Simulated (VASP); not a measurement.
# FeO (R-3m) in VASP: single point with r2SCAN+U

Aim: the single point of FeO with r2SCAN+U.

Program: VASP 6.6.1. These are calculated values, not measurements. Logs are shortened: lines on timing, memory, paths and dates and some standing lists are left out, and cuts for length are marked.

**1. The cell of the first run**

It takes space group R-3m (No. 166, trigonal). Conventional cell: a = 3.035 Å, b = 3.035 Å, c = 7.547 Å, α = 90.00°, β = 90.00°, γ = 120.00°. Within 2.9 Å of Fe (site symmetry -3m) lie 6 O at 2.16 Å. O (site symmetry -3m) has 6 Fe at 2.16 Å within 2.9 Å.

**2. Single point, r2SCAN+U**

Contents of POSCAR:

```
FeO
1.0
    1.5176821100      0.8762341800      2.5157945800
   -1.5176821100      0.8762341800      2.5157945800
    0.0000000000     -1.7524683500      2.5157945800
Fe O
1 1
Direct
    0.0000000000      0.0000000000      0.0000000000
    0.5000000000      0.5000000000      0.5000000000
```

Contents of INCAR.step1:

```
SYSTEM = FeO
PREC = Accurate
ENCUT = 520
ISMEAR = 0
SIGMA = 0.05
LREAL = .False.
LASPH = .True.
NELM = 150
LMAXMIX = 4
LDAU = .True.
LDAUTYPE = 2
LDAUL = 2 -1
LDAUU = 2 0
LDAUJ = 0 0
NBANDS = 14
GGA = PE
ALGO = Normal
EDIFF = 1E-4
LWAVE = .True.
LCHARG = .False.
```

Contents of INCAR.step2:

```
SYSTEM = FeO
PREC = Accurate
ENCUT = 520
EDIFF = 1E-6
ISMEAR = 0
SIGMA = 0.05
LREAL = .False.
LASPH = .True.
NELM = 150
ALGO = Normal
ISIF = 2
LWAVE = .False.
LCHARG = .False.
LMAXMIX = 4
LDAU = .True.
LDAUTYPE = 2
LDAUL = 2 -1
LDAUU = 2 0
LDAUJ = 0 0
LDAUPRINT = 1
METAGGA = R2SCAN
LMIXTAU = .True.
NBANDS = 14
ISTART = 1
```

Contents of KPOINTS:

```
regular mesh
0
Gamma
  8 8 8
  0 0 0
```

Potentials or basis: VASP PAW PBE potentials, release 64 (Fe, O).

Run with:

```console
cat potpaw_PBE.64/Fe/POTCAR potpaw_PBE.64/O/POTCAR > POTCAR
cp INCAR.step1 INCAR
mpirun -np 1 vasp_std > vasp.out
cp INCAR.step2 INCAR
mpirun -np 1 vasp_std > vasp.out
```

OUTCAR:

```text
SYSTEM = FeO
   PREC = Accurate
   ENCUT = 520
   EDIFF = 1E-6
   ISMEAR = 0
   LREAL = .False.
   LASPH = .True.
   NELM = 150
   ISIF = 2
   METAGGA = R2SCAN
   ISTART = 1

 ion  position               nearest neighbor table
   1  0.000  0.000  0.000-   2 2.16   2 2.16   2 2.16   2 2.16   2 2.16   2 2.16
   2  0.500  0.500  0.500-   1 2.16   1 2.16   1 2.16   1 2.16   1 2.16   1 2.16

  LATTYP: Found a trigonal (rhomboedric) cell.
 ALAT       =     3.0660019070
 COS(alpha) =     0.5099427872

  Lattice vectors:

 A1 = (   1.5176821100,   0.8762341800,   2.5157945800)
 A2 = (  -1.5176821100,   0.8762341800,   2.5157945800)
 A3 = (   0.0000000000,  -1.7524683500,   2.5157945800)

Analysis of symmetry for initial positions (statically):
=====================================================================
 Subroutine PRICEL returns:
 Original cell was already a primitive cell.

 Routine SETGRP: Setting up the symmetry group for a
 trigonal (rhombohedral) supercell.

 Subroutine GETGRP returns: Found 12 space group operations
 (whereof 12 operations were pure point group operations)
 out of a pool of 12 trial point group operations.

The static configuration has the point symmetry D_3d.

Analysis of symmetry for dynamics (positions and initial velocities):
=====================================================================
 Subroutine PRICEL returns:
 Original cell was already a primitive cell.

 Routine SETGRP: Setting up the symmetry group for a
 trigonal (rhombohedral) supercell.

 Subroutine GETGRP returns: Found 12 space group operations
 (whereof 12 operations were pure point group operations)
 out of a pool of 12 trial point group operations.

The dynamic configuration has the point symmetry D_3d.

 Subroutine INISYM returns: Found 12 space group operations
 (whereof 12 operations are pure point group operations),
 and found     1 'primitive' translations

----------------------------------------------------------------------------------------

                                     Primitive cell

  volume of cell :      20.0737

  direct lattice vectors                    reciprocal lattice vectors
     1.517682110  0.876234180  2.515794580     0.329449755  0.190207905  0.132496244
    -1.517682110  0.876234180  2.515794580    -0.329449755  0.190207905  0.132496244
     0.000000000 -1.752468350  2.515794580     0.000000000 -0.380415809  0.132496245

  length of vectors
     3.066001907  3.066001907  3.066001906     0.402829298  0.402829298  0.402829297

  position of ions in fractional coordinates (direct lattice)
     0.000000000  0.000000000  0.000000000
     0.500000000  0.500000000  0.500000000

  ion indices of the primitive-cell ions
   primitive index   ion index
                 1           1
                 2           2

----------------------------------------------------------------------------------------

 KPOINTS: regular mesh

Automatic generation of k-mesh.
 Grid dimensions read from file:
 generate k-points for:    8    8    8

 Generating k-lattice:

  Cartesian coordinates                     Fractional coordinates (reciprocal lattice)
     0.041181219  0.023775988  0.016562031     0.125000000  0.000000000 -0.000000000
    -0.041181219  0.023775988  0.016562031     0.000000000  0.125000000 -0.000000000
     0.000000000 -0.047551976  0.016562031     0.000000000  0.000000000  0.125000000

  Length of vectors
     0.050353662  0.050353662  0.050353662

  Shift w.r.t. Gamma in fractional coordinates (k-lattice)
     0.000000000  0.000000000  0.000000000
[... 47 lines left out ...]
   LSORBIT =      F    spin-orbit coupling
   LASPH  =      T    aspherical Exc in radial PAW
   ENCUT  =  520.0 eV  38.22 Ry    6.18 a.u.   5.70  5.70  5.70*2*pi/ulx,y,z
   NELM   =    150;   NELMIN=  2; NELMDL=  0     # of ELM steps
   EDIFF  = 0.1E-05   stopping-criterion for ELM
   LREAL  =      F    real-space projection
   EDIFFG = 0.1E-04   stopping-criterion for IOM
   NSW    =      0    number of steps for IOM
   IBRION =     -1    ionic relax: 0-MD 1-quasi-New 2-CG
   NFREE  =      0    steps in history (QN), initial steepest desc. (CG)
   ISIF   =      2    stress and relaxation
   ISYM   =      2    0-nonsym 1-usesym 2-fastsym
   POTIM  = 0.5000    time-step for ionic-motion
   TEBEG  =    0.0;   TEEND  =   0.0 temperature during run
   PSTRESS=    0.0 pullay stress
   NELECT =      14.0000    total number of electrons
   NUPDOWN=      -1.0000    fix difference up-down
   EMIN   =  10.00;   EMAX   =-10.00  energy-range for DOS
   EFERMI =   0.00;   METHOD = LEGACY
   ISMEAR =     0;   SIGMA  =   0.05  broadening in eV -4-tet -1-fermi 0-gaus
   EFERMI_NEDOS =   21; number of points for ismear=-14 and -15
   IALGO  =     38    algorithm
   IMIX   =      4    mixing-type and parameters
     AMIX     =   0.40;   BMIX     =  1.00
     AMIX_MAG =   1.60;   BMIX_MAG =  1.00
  volume/ion in A,a.u.               =      10.04        67.73
  Fermi-wavevector in a.u.,A,eV,Ry     =   1.451805  2.743514 28.677524  2.107739
  Thomas-Fermi vector in A             =   2.569260
   LORBIT       =      0    0 simple, 1 ext, 2 COOP (PROOUT), +10 PAW based schemes
 LDA+U is selected, type is set to LDAUTYPE =  2
   angular momentum for each species LDAUL =     2   -1
   U (eV)           for each species LDAUU =   2.0  0.0
   J (eV)           for each species LDAUJ =   0.0  0.0
   METAGGA = R2SCAN    functional components
   LHFCALC =     F    Hartree Fock is set to
   AEXX    =    0.0000 exact exchange contribution
   IVDW    =     0    specifies the selected vdW correction
   LEPSILON=     F    determine dielectric tensor
   LRPA    =     F    only Hartree local field effects (RPA)
 non-spin polarized calculation
 Gauss-broadening in eV      SIGMA  =   0.05
  energy-cutoff  :      520.00
  volume of cell :       20.07
 maximum number of plane-waves:       552
   NGX = 11   NGY = 11   NGZ = 11

atom =   1  type =  1  l = 2

 onsite density matrix

spin component  1

  0.6830  0.0000 -0.0000  0.3859  0.0000
  0.0000  0.4043  0.0000 -0.0000  0.3859
 -0.0000  0.0000  0.9542  0.0000  0.0000
  0.3859 -0.0000  0.0000  0.4043  0.0000
  0.0000  0.3859  0.0000  0.0000  0.6830

spin component  2

  0.6830  0.0000 -0.0000  0.3859  0.0000
  0.0000  0.4043  0.0000 -0.0000  0.3859
 -0.0000  0.0000  0.9542  0.0000  0.0000
  0.3859 -0.0000  0.0000  0.4043  0.0000
  0.0000  0.3859  0.0000  0.0000  0.6830

 occupancies and eigenvectors

  o =  0.1334  v = -0.5746  0.0000 -0.0000  0.8185  0.0000  0.0000  0.0000  0.0000  0.0000  0.0000      0.0000  0.0000  0.0000  0.0000  0.0000  0.0000  0.0000  0.0000  0.0000  0.0000
  o =  0.1334  v =  0.0000  0.0000  0.0000  0.0000  0.0000 -0.5746  0.0000 -0.0000  0.8185  0.0000      0.0000  0.0000  0.0000  0.0000  0.0000  0.0000  0.0000  0.0000  0.0000  0.0000
  o =  0.1334  v =  0.0000 -0.8185  0.0000  0.0000  0.5746  0.0000  0.0000  0.0000  0.0000  0.0000      0.0000  0.0000  0.0000  0.0000  0.0000  0.0000  0.0000  0.0000  0.0000  0.0000
  o =  0.1334  v =  0.0000  0.0000  0.0000  0.0000  0.0000  0.0000 -0.8185  0.0000  0.0000  0.5746      0.0000  0.0000  0.0000  0.0000  0.0000  0.0000  0.0000  0.0000  0.0000  0.0000
  o =  0.9539  v =  0.0000  0.0000  0.0000  0.0000  0.0000  0.0000  0.5746 -0.0000  0.0000  0.8185      0.0000  0.0000  0.0000  0.0000  0.0000  0.0000  0.0000  0.0000  0.0000  0.0000
  o =  0.9539  v =  0.0000  0.5746 -0.0000  0.0000  0.8185  0.0000  0.0000  0.0000  0.0000  0.0000      0.0000  0.0000  0.0000  0.0000  0.0000  0.0000  0.0000  0.0000  0.0000  0.0000
  o =  0.9539  v = -0.8185  0.0000  0.0000 -0.5746 -0.0000  0.0000  0.0000  0.0000  0.0000  0.0000      0.0000  0.0000  0.0000  0.0000  0.0000  0.0000  0.0000  0.0000  0.0000  0.0000
  o =  0.9539  v =  0.0000  0.0000  0.0000  0.0000  0.0000 -0.8185  0.0000  0.0000 -0.5746 -0.0000      0.0000  0.0000  0.0000  0.0000  0.0000  0.0000  0.0000  0.0000  0.0000  0.0000
  o =  0.9542  v =  0.0000 -0.0000 -1.0000  0.0000 -0.0000  0.0000  0.0000  0.0000  0.0000  0.0000      0.0000  0.0000  0.0000  0.0000  0.0000  0.0000  0.0000  0.0000  0.0000  0.0000
  o =  0.9542  v =  0.0000  0.0000  0.0000  0.0000  0.0000  0.0000 -0.0000 -1.0000  0.0000 -0.0000      0.0000  0.0000  0.0000  0.0000  0.0000  0.0000  0.0000  0.0000  0.0000  0.0000

 number of electron      13.9999999 magnetization

 Free energy of the ion-electron system (eV)
  ---------------------------------------------------
  ext. energy  EPLUGINS =         0.00000000
  ---------------------------------------------------
  free energy    TOTEN  =       -20.30134741 eV

  energy without entropy =      -20.30134741  energy(sigma->0) =      -20.30134741

 E-fermi :   4.3652     XC(G=0): -12.7656

 val. band max:        4.0846478602   @ k =   0.5000   0.0000  -0.0000
 cond. band min:       5.9222272344   @ k =   0.0000   0.0000   0.0000
 fundamental gap:      1.8375793742
 Fermi energy:         4.3652473935

 k-point     1 :       0.0000    0.0000    0.0000
  band No.  band energies     occupation
      1     -15.9514      2.00000
      2       1.7796      2.00000
      3       1.8762      2.00000
      4       1.8762      2.00000
      5       2.6668      2.00000
      6       2.7376      2.00000
      7       2.7376      2.00000
      8       5.9222      0.00000
      9       5.9222      0.00000
     10       6.9253      0.00000
     11      22.4436      0.00000
     12      23.3747      0.00000
     13      23.7660      0.00000
     14      23.7660      0.00000
[... 377 lines left out ...]
      1     -15.2428      2.00000
      2      -1.4778      2.00000
      3       0.1939      2.00000
      4       0.5011      2.00000
      5       3.2205      2.00000
      6       3.6494      2.00000
      7       3.7332      2.00000
      8       6.7650      0.00000
      9       7.9562      0.00000
     10      10.7070      0.00000
     11      16.9475      0.00000
     12      19.3203      0.00000
     13      21.9018      0.00000
     14      25.9551      0.00000

 [... further k-points ...]

------------------------ aborting loop because EDIFF is reached ----------------------------------------

  FORCE on cell =-STRESS in cart. coord.  units (eV):
  Direction    XX          YY          ZZ          XY          YZ          ZX
  --------------------------------------------------------------------------------------
  -------------------------------------------------------------------------------------
  Total       -3.0421042     -3.0421042     -3.3690807     -0.0000000     -0.0000000     -0.0000000
  in kB     -242.8047814   -242.8047825   -268.9023301     -0.0000000     -0.0000004     -0.0000000
  external PRESSURE =    -251.5039647 kB  Pullay stress =       0.0000000 kB

 VOLUME and BASIS-vectors are now :
 -----------------------------------------------------------------------------
  energy-cutoff  :      520.00
  volume of cell :       20.07
      direct lattice vectors                 reciprocal lattice vectors
     1.517682110  0.876234180  2.515794580     0.329449755  0.190207905  0.132496244
    -1.517682110  0.876234180  2.515794580    -0.329449755  0.190207905  0.132496244
     0.000000000 -1.752468350  2.515794580     0.000000000 -0.380415809  0.132496245

 POSITION                                       TOTAL-FORCE (eV/Angst)
 -----------------------------------------------------------------------------------
      0.00000      0.00000      0.00000        -0.000000     -0.000000     -0.000000
      0.00000      0.00000      3.77369         0.000000      0.000000      0.000000
 -----------------------------------------------------------------------------------
    total drift:                               -0.000000      0.000000     -0.000000

  FREE ENERGIE OF THE ION-ELECTRON SYSTEM (eV)
  ---------------------------------------------------
  free  energy   TOTEN  =       -20.3013474063 eV

  energy  without entropy=      -20.3013474063  energy(sigma->0) =      -20.30134741
```

Run time: 23 s. Hardware: 1 thread of Intel Xeon 6975P-C (Granite Rapids), shared host; peak memory 0.15 GiB.

Results:

* Free energy: -20.3013 eV
* Pressure: -25.2 GPa
* Band gap on the k mesh: 1.84 eV, indirect (least direct gap 2.31 eV)

Stress tensor (GPa, compression positive):
```
-24.28   0.00   0.00
  0.00 -24.28   0.00
  0.00   0.00 -26.89
```

Eigenvalues of the final occupation matrices:
```
    site  spin  trace               eigenvalues
site 1 d     1   3.13  0.13 0.13 0.95 0.95 0.95
site 1 d     2   3.13  0.13 0.13 0.95 0.95 0.95
```

Caveat: the PAW data sets were made with another functional, which shifts forces and pressure a little.
